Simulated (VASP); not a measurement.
A run of VASP 6.6.1 is set up as follows.

Contents of INCAR:

```
SYSTEM = HfZrGe4
  ALGO = Normal
  EDIFF = 1E-6
  ENCUT = 520
  GGA = PE
  ISIF = 2
  ISMEAR = 0
  LASPH = .TRUE.
  LCHARG = .FALSE.
  LREAL = .FALSE.
  LWAVE = .FALSE.
  NBANDS = 48
  NELM = 60
  PREC = Accurate
  SIGMA = 0.1
```

Contents of KPOINTS:

```
k-points
0
G
  8 8 6
  0 0 0
```

File POSCAR:

```
HfZrGe4
1.0
    4.8968117338      0.0000000000      0.0000000000
    0.0000000000      4.8968117338      0.0000000000
    0.0000000000      0.0000000000      5.5698680941
Zr Hf Ge
1 1 4
Direct
    0.5000000000      0.5000000000      0.5000000000
    0.0000000000      0.0000000000      0.0000000000
    0.5000000000      0.0000000000      0.7553177040
    0.0000000000      0.5000000000      0.2446822960
    0.5000000000      0.0000000000      0.2446822960
    0.0000000000      0.5000000000      0.7553177040
```

Potentials or basis: VASP PAW PBE potentials, release 64 (Zr_sv, Hf_pv, Ge_d).

Run with:

```console
$ cat potpaw_PBE.64/Zr_sv/POTCAR potpaw_PBE.64/Hf_pv/POTCAR potpaw_PBE.64/Ge_d/POTCAR > POTCAR
$ mpirun -np 1 vasp_std > vasp.out
```

(1) Predict the band gap on the k mesh.

(2) What does it give for the pressure?

(3) Predict the largest force.

Answers

(1) zero (bands 39 and 40 overlap by 1.27 eV).

(2) -0.1 GPa.

(3) 0.015 eV/Å.

Caveat: spin-orbit coupling is left out, which moves the levels of the heavy elements.
